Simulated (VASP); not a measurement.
Wanted: the native input for a VASP 6.6.1 run.

- Task: single point
- Functional: PBEsol
- Potentials or basis: VASP PAW PBE potentials, release 64 (As, La, N, Ni)
- Cutoff: 520 eV
- k mesh: 1 × 1 × 1
- Occupations: gaussian, width 0.05 eV
- Spin: no spin polarisation
- Dipole correction: no
- Further INCAR settings: LREAL = Auto; ALGO = Normal; EDIFF = 1e-06; NBANDS = 74

The structure of LaNi2AsN lies in POSCAR:

```
LaNi2AsN
1.0
    6.1786820414      0.0000000000      0.0000000000
    0.0000000000      6.1786820414      0.0000000000
    0.0000000000      0.0000000000      6.1786820414
As La N Ni
3 3 3 6
Direct
    0.7776984332      0.8701908015      0.5508189376
    0.6385388223      0.0776619554      0.0835430544
    0.7874269474      0.4178723226      0.3918338270
    0.1514129087      0.9360581682      0.2803894094
    0.0463069307      0.3491629204      0.8797275475
    0.3395518608      0.8319756124      0.7838643151
    0.2868997352      0.5935602394      0.1517810583
    0.6746195033      0.5745387169      0.8549464628
    0.2825041713      0.1973910618      0.5937249382
    0.5089753445      0.7013111858      0.3656365322
    0.5555807784      0.4380838643      0.0808476367
    0.5420167644      0.1228444606      0.4351173480
    0.8124470714      0.8234371812      0.9071362751
    0.5004046332      0.4135921263      0.6885904126
    0.2016785325      0.4137671004      0.3825799473
```

The input as run:

INCAR

```
  ALGO = Normal
  EDIFF = 1E-6
  ENCUT = 520
  GGA = PS
  ISIF = 2
  ISMEAR = 0
  LASPH = T
  LCHARG = F
  LREAL = Auto
  LWAVE = F
  NBANDS = 74
  NELM = 60
  PREC = Accurate
  SIGMA = 0.05
```

KPOINTS

```
k-points
0
Gamma
  1 1 1
```

Potentials or basis: VASP PAW PBE potentials, release 64 (As, La, N, Ni).

Launch:

```sh
$ cat potpaw_PBE.64/As/POTCAR potpaw_PBE.64/La/POTCAR potpaw_PBE.64/N/POTCAR potpaw_PBE.64/Ni/POTCAR > POTCAR
$ mpirun -np 1 vasp_gam > vasp.out
```

Results of the run:

| Item | Value |
| --- | --- |
| Pressure | 0.1 GPa |
| Largest force | 0.112 eV/Å |

Caveat: the k points lie up to 1.02 Å⁻¹ apart; the PAW data sets were made with another functional, which shifts forces and pressure a little; the run has no spin polarisation, though such a crystal can be magnetic.

It took 59 s on 1 thread of Intel(R) Xeon(R) 6975P-C (Granite Rapids) (shared host), peak memory 0.32 GiB.
